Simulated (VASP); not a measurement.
Set up this calculation in VASP 6.6.1, as the native input.

* Task: electric field gradients
* Functional: PBE
* Potentials or basis: VASP PAW PBE potentials, release 64 (Ba_sv, S)
* Cutoff: 520 eV
* k mesh: 9 × 9 × 9
* Occupations: fermi-dirac, width 0.08 eV
* Spin: no spin polarisation
* Dipole correction: no
* Further INCAR settings: ALGO = Normal; EDIFF = 1e-08; NBANDS = 15

The structure of BaS (zincblende type) lies in POSCAR:

```
BaS
1.0
    0.0000000000      3.4449689892      3.4449689892
    3.4449689892      0.0000000000      3.4449689892
    3.4449689892      3.4449689892      0.0000000000
Ba S
1 1
Direct
    0.0000000000      0.0000000000      0.0000000000
    0.2500000000      0.2500000000      0.2500000000
```

This cell differs from its parent crystal: volume scaled by 0.9405.

One way to write it, as run:

INCAR

```
SYSTEM = BaS
ALGO = Normal ; EDIFF = 1E-8
ENCUT = 520 ; GGA = PE
ISIF = 2 ; ISMEAR = -1
LASPH = .True. ; LCHARG = .False.
LEFG = .True. ; LREAL = .False.
LWAVE = .False. ; NBANDS = 15
NELM = 60 ; PREC = Accurate
SIGMA = 0.08
```

KPOINTS

```
k-points
0
Gamma
  9 9 9
  0 0 0
```

Potentials or basis: VASP PAW PBE potentials, release 64 (Ba_sv, S).

The run is started by

```sh
$ cat potpaw_PBE.64/Ba_sv/POTCAR potpaw_PBE.64/S/POTCAR > POTCAR
$ mpirun -np 1 vasp_std > vasp.out
```

Results of the run:

```
Pressure               : 2.5 GPa
Band gap on the k mesh : 2.89 eV, indirect (least direct gap 3.46 eV)
```

Caveat: without QUAD_EFG the Cq values of the log hold for a quadrupole moment of 1 mb, not for the nuclei; spin-orbit coupling is left out, which moves the levels of the heavy elements.

Run time: 50 s on 1 thread of Intel(R) Xeon(R) Platinum 8375C CPU @ 2.90GHz (Ice Lake) (shared host), peak memory 0.22 GiB.
